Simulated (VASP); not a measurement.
# Pb in VASP: further runs, part 2 of 2

VASP 6.6.1. Earlier steps stand in the parts before.

## (6) Single point, LDA (strain -0.080 along x and y, -0.040 along z)

INCAR

```
SYSTEM = Pb
PREC = Accurate ; ENCUT = 520
EDIFF = 1E-6 ; ISMEAR = 0
SIGMA = 0.15 ; LREAL = .False.
LASPH = .True. ; NELM = 100
ALGO = Normal ; ISIF = 2
LWAVE = .False. ; LCHARG = .True.
GGA = CA ; LELF = .True.
LVHAR = .True. ; NBANDS = 13
```

KPOINTS

```
Automatic mesh
0
Gamma
  16 16 16
  0 0 0
```

POSCAR

```
Pb
1.0
    0.0000000000      2.2722160000      2.3710080000
    2.2722160000      0.0000000000      2.3710080000
    2.2722160000      2.2722160000      0.0000000000
Pb
1
Direct
    0.0000000000      0.0000000000      0.0000000000
```

Potentials or basis: VASP PAW LDA potentials, release 64 (Pb_d).

The run is started by

```console
$ cat potpaw_LDA.64/Pb_d/POTCAR > POTCAR
$ mpirun -np 1 vasp_std > vasp.out
```

OUTCAR:

```text
SYSTEM = Pb
   PREC = Accurate
   ENCUT = 520
   EDIFF = 1E-6
   ISMEAR = 0
   LREAL = .False.
   LASPH = .True.
   NELM = 100
   ISIF = 2
   GGA = CA

 ion  position               nearest neighbor table
   1  0.000  0.000  0.000-

  LATTYP: Found a body centered tetragonal cell.
 ALAT       =     3.2133986838
 C/A-ratio  =     1.4757011086

  Lattice vectors:

 A1 = (  -2.2722160000,   0.0000000000,   2.3710080000)
 A2 = (   2.2722160000,   0.0000000000,   2.3710080000)
 A3 = (   0.0000000000,   2.2722160000,  -2.3710080000)

Analysis of symmetry for initial positions (statically):
=====================================================================
 Subroutine PRICEL returns:
 Original cell was already a primitive cell.

 Routine SETGRP: Setting up the symmetry group for a
 body centered tetragonal supercell.

 Subroutine GETGRP returns: Found 16 space group operations
 (whereof 16 operations were pure point group operations)
 out of a pool of 16 trial point group operations.

The static configuration has the point symmetry D_4h.

Analysis of symmetry for dynamics (positions and initial velocities):
=====================================================================
 Subroutine PRICEL returns:
 Original cell was already a primitive cell.

 Routine SETGRP: Setting up the symmetry group for a
 body centered tetragonal supercell.

 Subroutine GETGRP returns: Found 16 space group operations
 (whereof 16 operations were pure point group operations)
 out of a pool of 16 trial point group operations.

The dynamic configuration has the point symmetry D_4h.

 Subroutine INISYM returns: Found 16 space group operations
 (whereof 16 operations are pure point group operations),
 and found     1 'primitive' translations

----------------------------------------------------------------------------------------

                                     Primitive cell

  volume of cell :      24.4829

  direct lattice vectors                    reciprocal lattice vectors
     0.000000000  2.272216000  2.371008000    -0.220049502  0.220049502  0.210880773
     2.272216000  0.000000000  2.371008000     0.220049502 -0.220049502  0.210880773
     2.272216000  2.272216000  0.000000000     0.220049502  0.220049502 -0.210880773

  length of vectors
     3.283998247  3.283998247  3.213398684     0.375917900  0.375917900  0.375917900

  position of ions in fractional coordinates (direct lattice)
     0.000000000  0.000000000  0.000000000

  ion indices of the primitive-cell ions
   primitive index   ion index
                 1           1

----------------------------------------------------------------------------------------

 KPOINTS: Automatic mesh

Automatic generation of k-mesh.
 Grid dimensions read from file:
 generate k-points for:   16   16   16

 Generating k-lattice:

  Cartesian coordinates                     Fractional coordinates (reciprocal lattice)
    -0.013753094  0.013753094  0.013180048     0.062500000 -0.000000000  0.000000000
     0.013753094 -0.013753094  0.013180048    -0.000000000  0.062500000  0.000000000
     0.013753094  0.013753094 -0.013180048     0.000000000  0.000000000  0.062500000

  Length of vectors
     0.023494869  0.023494869  0.023494869

  Shift w.r.t. Gamma in fractional coordinates (k-lattice)
     0.000000000  0.000000000  0.000000000

 Subroutine IBZKPT returns following result:
 ===========================================

 Found    349 irreducible k-points:

 Following reciprocal coordinates:
            Coordinates               Weight
  0.000000  0.000000  0.000000      1.000000
  0.062500 -0.000000  0.000000      8.000000
  0.125000 -0.000000  0.000000      8.000000
  0.187500  0.000000  0.000000      8.000000
  0.250000 -0.000000  0.000000      8.000000
  0.312500  0.000000  0.000000      8.000000
[... 16 lines left out ...]
 -0.125000  0.062500  0.000000      8.000000
 -0.062500  0.062500  0.000000      4.000000
 [... further k-points ...]
   k-points           NKPTS =    349   k-points in BZ     NKDIM =    349   number of bands    NBANDS=     13
   number of dos      NEDOS =    301   number of ions     NIONS =      1
   total plane-waves  NPLWV =  13824
   dimension x,y,z NGX =    24 NGY =   24 NGZ =   24
   dimension x,y,z NGXF=    48 NGYF=   48 NGZF=   48
   ions per type =               1
   NGX,Y,Z   is equivalent  to a cutoff of  12.15, 12.15, 12.42 a.u.
   NGXF,Y,Z  is equivalent  to a cutoff of  24.30, 24.30, 24.83 a.u.
 SYSTEM =  Pb
   PREC   = accura    normal or accurate (medium, high low for compatibility)
   ISTART =      0    job   : 0-new  1-cont  2-samecut
   ICHARG =      2    charge: 1-file 2-atom 10-const
   ISPIN  =      1    spin polarized calculation?
   LNONCOLLINEAR =      F non collinear calculations
   LSORBIT =      F    spin-orbit coupling
   LASPH  =      T    aspherical Exc in radial PAW
   ENCUT  =  520.0 eV  38.22 Ry    6.18 a.u.   6.11  6.11  5.97*2*pi/ulx,y,z
   NELM   =    100;   NELMIN=  2; NELMDL= -5     # of ELM steps
   EDIFF  = 0.1E-05   stopping-criterion for ELM
   LREAL  =      F    real-space projection
   EDIFFG = 0.1E-04   stopping-criterion for IOM
   NSW    =      0    number of steps for IOM
   IBRION =     -1    ionic relax: 0-MD 1-quasi-New 2-CG
   NFREE  =      0    steps in history (QN), initial steepest desc. (CG)
   ISIF   =      2    stress and relaxation
   ISYM   =      2    0-nonsym 1-usesym 2-fastsym
   POTIM  = 0.5000    time-step for ionic-motion
   TEBEG  =    0.0;   TEEND  =   0.0 temperature during run
   PSTRESS=    0.0 pullay stress
   NELECT =      14.0000    total number of electrons
   NUPDOWN=      -1.0000    fix difference up-down
   EMIN   =  10.00;   EMAX   =-10.00  energy-range for DOS
   EFERMI =   0.00;   METHOD = LEGACY
   ISMEAR =     0;   SIGMA  =   0.15  broadening in eV -4-tet -1-fermi 0-gaus
   EFERMI_NEDOS =   21; number of points for ismear=-14 and -15
   IALGO  =     38    algorithm
   IMIX   =      4    mixing-type and parameters
     AMIX     =   0.40;   BMIX     =  1.00
     AMIX_MAG =   1.60;   BMIX_MAG =  1.00
  volume/ion in A,a.u.               =      24.48       165.22
  Fermi-wavevector in a.u.,A,eV,Ry     =   1.358825  2.567806 25.121859  1.846405
  Thomas-Fermi vector in A             =   2.485625
   LORBIT       =      0    0 simple, 1 ext, 2 COOP (PROOUT), +10 PAW based schemes
   GGA     = CA    functional components
   LHFCALC =     F    Hartree Fock is set to
   AEXX    =    0.0000 exact exchange contribution
   IVDW    =     0    specifies the selected vdW correction
   LEPSILON=     F    determine dielectric tensor
   LRPA    =     F    only Hartree local field effects (RPA)
 non-spin polarized calculation
 Gauss-broadening in eV      SIGMA  =   0.15
  energy-cutoff  :      520.00
  volume of cell :       24.48
 maximum number of plane-waves:       674
   NGX = 13   NGY = 13   NGZ = 11

 number of electron      13.9999997 magnetization

 Free energy of the ion-electron system (eV)
  ---------------------------------------------------
  ext. energy  EPLUGINS =         0.00000000
  ---------------------------------------------------
  free energy    TOTEN  =        -4.08628900 eV

  energy without entropy =       -4.08167225  energy(sigma->0) =       -4.08398063

 E-fermi :   9.8370     XC(G=0): -11.5199

 val. band max:        9.8203937721   @ k =   0.4375   0.1250   0.3125
 cond. band min:       9.8418025596   @ k =  -0.1875   0.5000   0.3125
 fundamental gap:      0.0214087875
 Fermi energy:         9.8370018418

 k-point     1 :       0.0000    0.0000    0.0000
  band No.  band energies     occupation
      1      -7.6395      2.00000
      2      -7.5401      2.00000
      3      -7.5401      2.00000
      4      -7.3499      2.00000
      5      -7.2634      2.00000
      6      -3.7330      2.00000
      7      18.7765      0.00000
      8      18.7765      0.00000
      9      18.9079      0.00000
     10      19.5570      0.00000
     11      23.9102      0.00000
     12      23.9742      0.00000
     13      23.9923      0.00000
[... 353 lines left out ...]
 k-point    24 :      -0.0625    0.0625    0.0000
  band No.  band energies     occupation
      1      -7.5998      2.00000
      2      -7.5533      2.00000
      3      -7.5178      2.00000
      4      -7.3357      2.00000
      5      -7.2818      2.00000
      6      -3.4772      2.00000
      7      16.6433      0.00000
      8      17.4493      0.00000
      9      19.0121      0.00000
     10      19.7136      0.00000
     11      23.6728      0.00000
     12      24.0254      0.00000
     13      24.5888      0.00000

 [... further k-points ...]
[... 5 lines left out ...]
  --------------------------------------------------------------------------------------
  -------------------------------------------------------------------------------------
  Total        2.1391955      2.1391955      2.0447302      0.0000000      0.0000000     -0.0000000
  in kB      139.9905832    139.9905832    133.8087016      0.0000000      0.0000000     -0.0000000
  external PRESSURE =     137.9299560 kB  Pullay stress =       0.0000000 kB

 VOLUME and BASIS-vectors are now :
 -----------------------------------------------------------------------------
  energy-cutoff  :      520.00
  volume of cell :       24.48
      direct lattice vectors                 reciprocal lattice vectors
     0.000000000  2.272216000  2.371008000    -0.220049502  0.220049502  0.210880773
     2.272216000  0.000000000  2.371008000     0.220049502 -0.220049502  0.210880773
     2.272216000  2.272216000  0.000000000     0.220049502  0.220049502 -0.210880773

 POSITION                                       TOTAL-FORCE (eV/Angst)
 -----------------------------------------------------------------------------------
      0.00000      0.00000      0.00000         0.000000     -0.000000      0.000000
 -----------------------------------------------------------------------------------
    total drift:                               -0.000000      0.000000     -0.000000

  FREE ENERGIE OF THE ION-ELECTRON SYSTEM (eV)
  ---------------------------------------------------
  free  energy   TOTEN  =        -4.0862890027 eV

  energy  without entropy=       -4.0816722544  energy(sigma->0) =       -4.08398063
```

It took 45 s on 1 thread of Intel Xeon 6975P-C, shared host; peak memory 0.21 GiB.

Results:

```
Free energy            : -4.0863 eV
Pressure               : 13.8 GPa
Band gap on the k mesh : zero (band 7 reaches 18.78 eV, above the bottom of band 8 at 7.39 eV)
```

Stress tensor (GPa, compression positive):
```
14.00  0.00  0.00
 0.00 14.00  0.00
 0.00  0.00 13.38
```

Caveat: the cell differs from its parent crystal (strain -0.080 along x and y, -0.040 along z); spin-orbit coupling is left out, which moves the levels of the heavy elements.

## (7) Summary

```csv
cell,gap on the mesh (eV),pressure (GPa)
"a = 3.213 Å, angles 60.0°, 1 atom",none,19.2
"a = 3.772 Å, angles 60.0°, 1 atom",none,-7.3
"a = 3.563, b = 3.563, c = 3.493 Å, angles 60.7, 60.7, 58.7°, 1 atom",none,-3.3
"a = 3.703, b = 3.703, c = 3.633 Å, angles 60.6, 60.6, 58.7°, 1 atom",none,-6.3
"a = 3.284, b = 3.284, c = 3.213 Å, angles 60.7, 60.7, 58.6°, 1 atom",none,13.8
```

Alike in all rows: task single point; level LDA; potentials or basis VASP PAW LDA potentials, release 64 (Pb_d); no spin polarisation; k mesh 16 × 16 × 16; cutoff (eV) 520; smearing gaussian 0.15 eV.

Caveats: spin-orbit coupling is left out, which moves the levels of the heavy elements.

Total energies depend on the potentials used, so only differences within one code and one set of settings carry meaning.
